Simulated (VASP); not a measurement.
Wanted: the native input for a VASP 6.6.1 run.

* Task: single point
* Functional: PBE
* Potentials or basis: VASP PAW PBE potentials, release 64 (Bi_d, Se)
* Cutoff: 520 eV
* k mesh: 6 × 6 × 6
* Occupations: gaussian, width 0.05 eV
* Spin: no spin polarisation
* Dipole correction: no
* Further INCAR settings: ALGO = Normal; EDIFF = 1e-06; NBANDS = 32

The structure of Bi2Se3 lies in POSCAR:

```
Bi2Se3
1.0
    2.0936564891      1.2087731376     10.4340296434
   -2.0936564891      1.2087731376     10.4340296434
    0.0000000000     -2.4175462751     10.4340296434
Bi Se
2 3
Direct
    0.3950434699      0.3960387241      0.3967950372
    0.6038551249      0.6048503791      0.6056066922
   -0.0005507026      0.0004445516      0.0012008647
    0.2232332638      0.2192522471      0.2162269948
    0.7784188439      0.7794140981      0.7801704112
```

This cell differs from its parent crystal: atom 4 moved 0.06 Å.

These files were run (other wordings do the same):

INCAR

```
SYSTEM = Bi2Se3
PREC = Accurate ; ENCUT = 520
EDIFF = 1E-6 ; ISMEAR = 0
SIGMA = 0.05 ; LREAL = .False.
LASPH = .True. ; NELM = 80
ALGO = Normal ; ISIF = 2
LWAVE = .False. ; LCHARG = .False.
GGA = PE ; NBANDS = 32
```

KPOINTS

```
regular mesh
0
Gamma
  6 6 6
  0 0 0
```

Potentials or basis: VASP PAW PBE potentials, release 64 (Bi_d, Se).

Launch:

```console
$ cat potpaw_PBE.64/Bi_d/POTCAR potpaw_PBE.64/Se/POTCAR > POTCAR
$ mpirun -np 1 vasp_std > vasp.out
```

It gave:

```yaml
Pressure: -0.4 GPa
Largest_force: 0.334 eV/Å
Band_gap_on_the_k_mesh: 0.69 eV
```

Caveat: the cell differs from its parent crystal (atom 4 moved 0.06 Å); spin-orbit coupling is left out, which moves the levels of the heavy elements.

Wall time 27 min on 1 thread of Intel(R) Xeon(R) Platinum 8488C (Sapphire Rapids), on a shared host, peak memory 1.2 GiB.
